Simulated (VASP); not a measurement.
**Cs: single point with LDA**

Cs:

```xyz
1
Lattice="-3.0124 3.0124 3.0124 3.0124 -3.0124 3.0124 3.0124 3.0124 -3.0124" Properties=species:S:1:pos:R:3 pbc="T T T"
Cs    0.0000    0.0000    0.0000
```

This cell differs from its parent crystal: volume scaled by 0.99.

```json
{
 "Program": "VASP 6.6.1",
 "Task": "single point",
 "Functional": "LDA",
 "Potentials or basis": "VASP PAW LDA potentials, release 64 (Cs_sv)",
 "Cutoff": "520 eV",
 "k mesh": "9 × 9 × 9",
 "Occupations": "fermi-dirac, width 0.05 eV",
 "Spin": "no spin polarisation",
 "Dipole correction": "no",
 "Further INCAR settings": "ALGO = Normal; EDIFF = 1e-06; NBANDS = 10"
}
```

| Quantity | Value |
| --- | --- |
| Pressure | -0.3 GPa |

Levels at points of the mesh, in eV from the Fermi level:
```
           k point  band 1  band 2  band 3  band 4  band 5  band 6  band 7  band 8  band 9
(0.00, 0.00, 0.00)  -23.80  -10.52  -10.52  -10.52   -1.74    2.45    2.45    2.45    3.38
```

Run time: 10 s on 1 thread of Intel(R) Xeon(R) 6975P-C (Granite Rapids), with other jobs on the host, peak memory 0.2 GiB.

Caveat: spin-orbit coupling is left out, which moves the levels of the heavy elements.
